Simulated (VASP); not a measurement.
Here is a VASP 6.6.1 calculation.

The input INCAR:

```
  PREC = Accurate
  ENCUT = 520
  EDIFF = 1E-7
  ISMEAR = -1
  SIGMA = 0.1379
  LREAL = Auto
  LASPH = T
  NELM = 100
  ALGO = Normal
  ISIF = 2
  LWAVE = F
  LCHARG = T
  GGA = PE
  LELF = T
  LVHAR = T
  NBANDS = 67
  ISYM = 0
```

The input KPOINTS:

```
regular mesh
0
Gamma
  1 1 1
```

The input POSCAR:

```
Li8CaCl10
1.0
    7.6216650000     -0.1881850000     -0.0394400000
   -0.1881850000      7.3227830000     -0.1529230000
   -0.0394400000     -0.1529230000      7.6842230000
Li Cl Ca
8 10 1
Direct
    0.4403494854     -0.0413978166      0.5414986922
    0.8812116151      0.8183863292      0.3051646313
    0.6241499493      0.3066400151      0.1708613591
    0.1364406294      0.6405709158      0.1209414725
    0.3551191158      0.2402379256     -0.0978001547
    0.0039892475      0.2018541946      0.3399537578
    0.7378406212      0.7331873363      0.8901161043
    0.3946915371      0.4308374637      0.4603835146
   -0.1511440133      0.4844362823      0.2936694224
    0.7733354017      1.0338113096      0.4570127487
   -0.0043484855      0.6051146364      0.7783164858
    0.2178322093      0.9060385186      0.3271365798
   -0.0296802537      0.9726651305     -0.0140197284
    0.4906015173      0.7061869220      0.6350564717
    0.5546212063      1.0360045124      0.8875894386
    0.5603636451      0.4713770112     -0.0706922315
    0.2130138445      0.2078963412      0.6510190293
    0.2572616165      0.3907853701      0.2112807592
    0.8346592228      0.2324142120      0.8203376501
```

Potentials or basis: VASP PAW PBE potentials, release 64 (Li_sv, Cl, Ca_sv).

Run with:

```sh
$ cat potpaw_PBE.64/Li_sv/POTCAR potpaw_PBE.64/Cl/POTCAR potpaw_PBE.64/Ca_sv/POTCAR > POTCAR
$ mpirun -np 1 vasp_gam > vasp.out
```

(1) What does it give for the largest force?

(2) Predict the band gap on the k mesh.

Results:

(1) 1.513 eV/Å.

(2) 3.78 eV.

Caveat: the k points lie up to 0.86 Å⁻¹ apart.
